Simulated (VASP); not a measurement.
# CS2 in VASP: single point with PBEsol

Aim: the single point of CS2 with PBEsol.

Everything below comes from runs of VASP 6.6.1. Logs are shortened: lines on timing, memory, paths and dates and some standing lists are left out, and cuts for length are marked.

## 1. The cell of the first run

The cell holds a disordered packing, 24 atoms: a = 9.283 Å, b = 9.283 Å, c = 9.283 Å, α = 90.00°, β = 90.00°, γ = 90.00°.

## 2. Single point, PBEsol

The input, INCAR:

```
PREC = Accurate
ENCUT = 1000
EDIFF = 1E-6
ISMEAR = -1
SIGMA = 0.05
LREAL = Auto
LASPH = T
NELM = 120
ALGO = Normal
ISIF = 2
LWAVE = F
LCHARG = F
GGA = PS
NBANDS = 82
GGA_COMPAT = F
```

The input, KPOINTS:

```
Automatic mesh
0
Gamma
  1 1 1
```

The input, POSCAR:

```
CS2
1.0
    9.2831780000      0.0000000000      0.0000000000
    0.0000000000      9.2831780000      0.0000000000
    0.0000000000      0.0000000000      9.2831780000
S C
16 8
Direct
    0.4409658702      0.8935824951      0.2703338753
    0.6284788771      1.1382140651      0.1371192184
    1.0129743504      0.1166409675      0.4899805305
    0.7099247600     -0.0110718469      0.5571426288
    0.1081526030      0.4118069553      0.7062020179
   -0.0569476133      0.6965383039      0.6386122470
    0.3399168540      0.7652121259      0.6047473275
    0.5941557668      0.5705938362      0.7058477357
    0.9551469964      0.7841574020      0.2690279919
    0.8640016405      0.5865956645      0.0134042146
    0.5565168610      0.5203335878      0.2635341563
    0.4096731809      0.2896428668      0.4582955597
   -0.0490440524      0.0190656112      0.9090401987
    0.2747893717      0.0609199550      0.8312299162
    0.2884290020      0.6614071667     -0.0047818012
    0.2110630386      0.3524482342      0.1005300486
    0.5340534138      1.0159233041      0.2026391934
    0.8611087761      0.0538121579      0.5237955534
    0.0278124089      0.5548103360      0.6718079131
    0.4665663469      0.6670181983      0.6552584874
    0.9085611127      0.6851417697      0.1418287102
    0.4830702188      0.4050011750      0.3607983175
    0.1125519515      0.0399899667      0.8698920245
    0.2500747645      0.5071048020      0.0485999345
```

Potentials or basis: VASP PAW PBE potentials, release 64 (S, C_h).

On the command line:

```
cat potpaw_PBE.64/S/POTCAR potpaw_PBE.64/C_h/POTCAR > POTCAR
mpirun -np 1 vasp_gam > vasp.out
```

OUTCAR:

```text
PREC = Accurate
   ENCUT = 1000
   EDIFF = 1E-6
   ISMEAR = -1
   LREAL = Auto
   LASPH = T
   NELM = 120
   ISIF = 2
   GGA = PS

 ion  position               nearest neighbor table
   1  0.441  0.894  0.270-  17 1.56
   2  0.628  0.138  0.137-  17 1.56
   3  0.013  0.117  0.490-  18 1.56
   4  0.710  0.989  0.557-  18 1.56
   5  0.108  0.412  0.706-  19 1.56
   6  0.943  0.697  0.639-  19 1.56
[... 8 lines left out ...]
  15  0.288  0.661  0.995-  24 1.56
  16  0.211  0.352  0.101-  24 1.56
  17  0.534  0.016  0.203-   2 1.56   1 1.56
  18  0.861  0.054  0.524-   3 1.56   4 1.56
  19  0.028  0.555  0.672-   5 1.56   6 1.56
  20  0.467  0.667  0.655-   8 1.56   7 1.56
  21  0.909  0.685  0.142-   9 1.56  10 1.56
  22  0.483  0.405  0.361-  11 1.56  12 1.56
  23  0.113  0.040  0.870-  13 1.56  14 1.56
  24  0.250  0.507  0.049-  15 1.56  16 1.56

  LATTYP: Found a simple cubic cell.
 ALAT       =     9.2831780000

  Lattice vectors:

 A1 = (   9.2831780000,   0.0000000000,   0.0000000000)
 A2 = (   0.0000000000,   9.2831780000,   0.0000000000)
 A3 = (   0.0000000000,   0.0000000000,   9.2831780000)

Analysis of symmetry for initial positions (statically):
=====================================================================
 Subroutine PRICEL returns:
 Original cell was already a primitive cell.

 Routine SETGRP: Setting up the symmetry group for a
 simple cubic supercell.

 Subroutine GETGRP returns: Found  1 space group operations
 (whereof  1 operations were pure point group operations)
 out of a pool of 48 trial point group operations.

The static configuration has the point symmetry C_1 .

Analysis of symmetry for dynamics (positions and initial velocities):
=====================================================================
 Subroutine PRICEL returns:
 Original cell was already a primitive cell.

 Routine SETGRP: Setting up the symmetry group for a
 simple cubic supercell.

 Subroutine GETGRP returns: Found  1 space group operations
 (whereof  1 operations were pure point group operations)
 out of a pool of 48 trial point group operations.

The dynamic configuration has the point symmetry C_1 .

 Subroutine INISYM returns: Found  1 space group operations
 (whereof  1 operations are pure point group operations),
 and found     1 'primitive' translations

[... 115 lines left out ...]
   LREAL  =      T    real-space projection
   EDIFFG = 0.1E-04   stopping-criterion for IOM
   NSW    =      0    number of steps for IOM
   IBRION =     -1    ionic relax: 0-MD 1-quasi-New 2-CG
   NFREE  =      0    steps in history (QN), initial steepest desc. (CG)
   ISIF   =      2    stress and relaxation
   ISYM   =      2    0-nonsym 1-usesym 2-fastsym
   POTIM  = 0.5000    time-step for ionic-motion
   TEBEG  =    0.0;   TEEND  =   0.0 temperature during run
   PSTRESS=    0.0 pullay stress
   NELECT =     128.0000    total number of electrons
   NUPDOWN=      -1.0000    fix difference up-down
   EMIN   =  10.00;   EMAX   =-10.00  energy-range for DOS
   EFERMI =   0.00;   METHOD = LEGACY
   ISMEAR =    -1;   SIGMA  =   0.05  broadening in eV -4-tet -1-fermi 0-gaus
   EFERMI_NEDOS =   21; number of points for ismear=-14 and -15
   IALGO  =     38    algorithm
   IMIX   =      4    mixing-type and parameters
     AMIX     =   0.40;   BMIX     =  1.00
     AMIX_MAG =   1.60;   BMIX_MAG =  1.00
  volume/ion in A,a.u.               =      33.33       224.94
  Fermi-wavevector in a.u.,A,eV,Ry     =   0.888754  1.679501 10.747015  0.789883
  Thomas-Fermi vector in A             =   2.010225
   LORBIT       =      0    0 simple, 1 ext, 2 COOP (PROOUT), +10 PAW based schemes
   GGA     = PS    functional components
   LHFCALC =     F    Hartree Fock is set to
   AEXX    =    0.0000 exact exchange contribution
   IVDW    =     0    specifies the selected vdW correction
   LEPSILON=     F    determine dielectric tensor
   LRPA    =     F    only Hartree local field effects (RPA)
 non-spin polarized calculation
  energy-cutoff  :     1000.00
  volume of cell :      800.00
 maximum number of plane-waves:     28682
 NGX is ok and might be reduce to    96
   NGX = 47   NGY = 47   NGZ = 47

 number of electron     128.0000000 magnetization

 Free energy of the ion-electron system (eV)
  ---------------------------------------------------
  ext. energy  EPLUGINS =         0.00000000
  ---------------------------------------------------
  free energy    TOTEN  =      -138.53888313 eV

  energy without entropy =     -138.53888313  energy(sigma->0) =     -138.53888313

 E-fermi :  -0.4040     XC(G=0):  -6.4913

 val. band max:       -1.6097796772   @ k =   0.0000   0.0000   0.0000
 cond. band min:       1.4775618460   @ k =   0.0000   0.0000   0.0000
 fundamental gap:      3.0873415232
 Fermi energy:        -0.4040371309

 k-point     1 :       0.0000    0.0000    0.0000
  band No.  band energies     occupation
      1     -16.7071      2.00000
      2     -16.6166      2.00000
      3     -16.6031      2.00000
      4     -16.5534      2.00000
      5     -16.5142      2.00000
      6     -16.4812      2.00000
[... 68 lines left out ...]
     75       2.0958      0.00000
     76       2.1313      0.00000
 [bands above 76 left out]

------------------------ aborting loop because EDIFF is reached ----------------------------------------

  FORCE on cell =-STRESS in cart. coord.  units (eV):
  Direction    XX          YY          ZZ          XY          YZ          ZX
  --------------------------------------------------------------------------------------
  -------------------------------------------------------------------------------------
  Total       -2.9527234     -2.7585404     -0.5250456     -0.5882609      1.0770943      0.4685494
  in kB       -5.9134825     -5.5245880     -1.0515201     -1.1781227      2.1571199      0.9383740
  external PRESSURE =      -4.1631968 kB  Pullay stress =       0.0000000 kB

 VOLUME and BASIS-vectors are now :
 -----------------------------------------------------------------------------
  energy-cutoff  :     1000.00
  volume of cell :      800.00
      direct lattice vectors                 reciprocal lattice vectors
     9.283178000  0.000000000  0.000000000     0.107721731  0.000000000  0.000000000
     0.000000000  9.283178000  0.000000000     0.000000000  0.107721731  0.000000000
     0.000000000  0.000000000  9.283178000     0.000000000  0.000000000  0.107721731

 POSITION                                       TOTAL-FORCE (eV/Angst)
 -----------------------------------------------------------------------------------
      4.09356      8.29529      2.50956         0.132657      0.166972     -0.100255
      5.83428      1.28307      1.27290        -0.127243     -0.185789      0.101415
      0.12044      1.08280      4.54858        -0.213612     -0.074473      0.048485
      6.59036      9.18040      5.17205         0.230901      0.101797     -0.047029
      1.00400      3.82288      6.55580        -0.091391      0.203404     -0.063477
      8.75452      6.46609      5.92835         0.111103     -0.201253      0.049643
[... 16 lines left out ...]
      1.04484      0.37123      8.07536         0.002922      0.003288      0.001149
      2.32149      4.70754      0.45116        -0.000660      0.008327     -0.013883
 -----------------------------------------------------------------------------------
    total drift:                               -0.015552     -0.026530      0.006448

  FREE ENERGIE OF THE ION-ELECTRON SYSTEM (eV)
  ---------------------------------------------------
  free  energy   TOTEN  =      -138.5388831258 eV

  energy  without entropy=     -138.5388831257  energy(sigma->0) =     -138.53888313
```

stdout:

```text
POSCAR found type information on POSCAR S C
 POSCAR found :  2 types and      24 ions
 scaLAPACK will be used
 -----------------------------------------------------------------------------
|                                                                             |
|                                                                             |
|     You enforced a specific xc type in the INCAR file but a different       |
|     I HOPE YOU KNOW WHAT YOU ARE DOING!                                     |
|                                                                             |
 -----------------------------------------------------------------------------

 LDA part: xc-table for (Slater+PW92), standard interpolation
 POSCAR, INCAR and KPOINTS ok, starting setup
 FFT: planning ... GRIDC
 FFT: planning ... GRID_SOFT
 FFT: planning ... GRID
 WAVECAR not read
 entering main loop
```

Wall time 3.3 min (1 thread of Intel Xeon 6975P-C (Granite Rapids), shared host); peak memory 1.4 GiB.

What came out:

```
Free energy   : -138.5389 eV
Pressure      : -0.4 GPa
Largest force : 0.282 eV/Å
```

Forces in eV/Å, atoms in the order of the input:
```
S    0.133  0.167 -0.100
S   -0.127 -0.186  0.101
S   -0.214 -0.074  0.048
S    0.231  0.102 -0.047
S   -0.091  0.203 -0.063
S    0.111 -0.201  0.050
S    0.162 -0.163  0.080
S   -0.187  0.149 -0.086
S   -0.053 -0.153 -0.178
S    0.073  0.166  0.216
S   -0.095 -0.156  0.133
S    0.103  0.153 -0.139
S    0.261  0.001 -0.073
S   -0.253 -0.020  0.079
S   -0.082 -0.217  0.073
S    0.048  0.232 -0.063
C    0.018  0.010  0.002
C   -0.027 -0.033  0.013
C   -0.038  0.020 -0.007
C    0.020  0.008  0.005
C    0.004 -0.008 -0.032
C    0.002 -0.013  0.000
C    0.003  0.003  0.001
C   -0.001  0.008 -0.014
```

Stress tensor (GPa, compression positive):
```
-0.59 -0.12  0.09
-0.12 -0.55  0.22
 0.09  0.22 -0.11
```

Levels at points of the mesh, in eV from the Fermi level:
```
           k point  band 60  band 61  band 62  band 63  band 64  band 65  band 66  band 67  band 68  band 69
(0.00, 0.00, 0.00)    -1.44    -1.43    -1.37    -1.27    -1.21     1.88     2.03     2.04     2.12     2.17
```

Caveat: the k points lie up to 0.68 Å⁻¹ apart; the PAW data sets were made with another functional, which shifts forces and pressure a little.
